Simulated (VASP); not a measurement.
Write the native input for VASP 6.6.1 that does the following.

```yaml
Task: single point
Functional: PBE
Potentials_or_basis: VASP PAW PBE potentials, release 64 (Zn, Cd, H)
Cutoff: 520 eV
k_mesh: 4 × 4 × 4
Occupations: gaussian, width 0.1 eV
Spin: no spin polarisation
Dipole_correction: no
Further_INCAR_settings: ALGO = Normal; EDIFF = 1e-06; NBANDS = 23
```

The structure of ZnCdH4 lies in POSCAR:

```
ZnCdH4
1.0
    3.9852002200      0.0000000000      0.0000000000
    0.0000000000      3.9852002200      0.0000000000
    0.0000000000      0.0000000000      6.2664343500
Zn Cd H
1 1 4
Direct
    0.0000000000      0.0000000000      0.0000000000
    0.5000000000      0.5000000000      0.5000000000
    0.0000000000      0.0000000000      0.6788081900
    0.5000000000      0.0000000000      0.0000000000
    0.0000000000      0.5000000000      0.0000000000
    0.0000000000      0.0000000000      0.3211918100
```

The input as run:

INCAR

```
ALGO     = Normal         # electronic algorithm
EDIFF    = 1E-6           # SCF threshold, eV
ENCUT    = 520            # plane-wave cutoff, eV
GGA      = PE             # functional
ISIF     = 2              # what is computed and relaxed
ISMEAR   = 0              # smearing method
LASPH    = T              # aspherical terms in the spheres
LCHARG   = T              # write CHGCAR
LELF     = T              # ELF
LREAL    = F              # projectors in reciprocal space
LVHAR    = T            
LWAVE    = F              # write WAVECAR
NBANDS   = 23             # bands
NELM     = 60             # most SCF steps
PREC     = Accurate       # precision mode
SIGMA    = 0.1            # smearing width, eV
```

KPOINTS

```
k-points
0
Gamma
  4 4 4
```

Potentials or basis: VASP PAW PBE potentials, release 64 (Zn, Cd, H).

The run is started by

```bash
$ cat potpaw_PBE.64/Zn/POTCAR potpaw_PBE.64/Cd/POTCAR potpaw_PBE.64/H/POTCAR > POTCAR
$ mpirun -np 1 vasp_std > vasp.out
```

It gave:

The pressure is -9.2 GPa. The largest force is 0.783 eV/Å and the band gap on the k mesh is zero (band 14 reaches -0.72 eV, above the bottom of band 15 at -2.41 eV).

Caveat: the k points lie up to 0.39 Å⁻¹ apart.

It took 26 s on 1 thread of Intel(R) Xeon(R) Platinum 8488C (Sapphire Rapids), with other jobs on the host, peak memory 0.21 GiB.
